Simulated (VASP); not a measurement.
Here is a VASP 6.6.1 calculation.

Contents of INCAR:

```
PREC = Accurate
ENCUT = 600
EDIFF = 1E-6
ISMEAR = 0
SIGMA = 0.1
LREAL = F
LASPH = T
NELM = 120
ALGO = Normal
ISIF = 2
LWAVE = F
LCHARG = T
GGA = PE
LELF = T
LVHAR = T
NBANDS = 30
GGA_COMPAT = F
```

KPOINTS

```
Automatic mesh
0
Gamma
  12 12 6
```

The input POSCAR:

```
Zr2AlN3
1.0
    3.3886294273      0.0000000000      0.0000000000
   -1.6943147137      2.9346391681      0.0000000000
    0.0000000000      0.0000000000      8.3722535833
Zr Al N
2 1 3
Direct
    0.0000000000      0.0000000000      0.0125143535
    0.3333333333      0.6666666667      0.6609559816
    0.6666666667      0.3333333333      0.3285142988
    0.3333333333      0.6666666667      0.9142431816
    0.6666666667      0.3333333333      0.5601003662
    0.0000000000      0.0000000000      0.2736718184
```

Potentials or basis: VASP PAW PBE potentials, release 64 (Zr_sv, Al, N).

The run is started by

```sh
$ cat potpaw_PBE.64/Zr_sv/POTCAR potpaw_PBE.64/Al/POTCAR potpaw_PBE.64/N/POTCAR > POTCAR
$ mpirun -np 1 vasp_std > vasp.out
```

**Question.** Estimate the band gap on the k mesh.

**Answer.** Zero (bands 21 and 22 overlap by 1.00 eV).

**Question.** What does it give for the pressure?

**Answer.** 0.0 GPa.

**Question.** Estimate the largest force.

**Answer.** 0.017 eV/Å.

Forces on the atoms (eV/Å):
```
Zr   0.000  0.000  0.009
Zr   0.000  0.000  0.003
Al   0.000  0.000 -0.001
N    0.000  0.000 -0.008
N    0.000  0.000 -0.017
N    0.000  0.000  0.014
```
